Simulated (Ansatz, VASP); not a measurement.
**One calculation of NbAs, two programs**

```
CELL_PARAMETERS angstrom
3.31376 0.00000 0.00000
-1.65688 2.86980 0.00000
0.00000 0.00000 8.36509
ATOMIC_POSITIONS crystal
Nb 0.33333 0.66667 0.04275
Nb 0.66667 0.33333 0.54275
As 0.33333 0.66667 0.34225
As 0.66667 0.33333 0.84225
```

Alike in both runs: task relaxation of cell and atoms; functional PBEsol; k mesh 12 × 12 × 6; occupations gaussian, width 0.1 eV; no spin polarisation.

|  | VASP | Ansatz |
| --- | --- | --- |
| version | VASP 6.6.1 | Ansatz 0.2.0 |
| potentials or method | VASP PAW PBE potentials, release 64 (Nb_sv, As), cutoff 600 eV | scalar-relativistic, plane waves, PAW |
| valence electrons in the cell | 36 | 56 |

```tsv
	VASP	Ansatz	Ansatz less VASP
gap on the k mesh at the Fermi level, each at its own relaxed structure (eV)	none	none	-
relaxed volume (Å³/atom)	19.79	19.79	-0.004
relaxed length of the cell vector where the two differ most in proportion (Å)	8.430	8.416	-0.0135
```

VASP's potentials were made for PBE, not for PBEsol. A gap of «none» marks a metal or a gap that the smearing closes. VASP's potentials hold 36 valence electrons a cell and Ansatz's 56, so a difference there can come from the potentials and not from the codes.
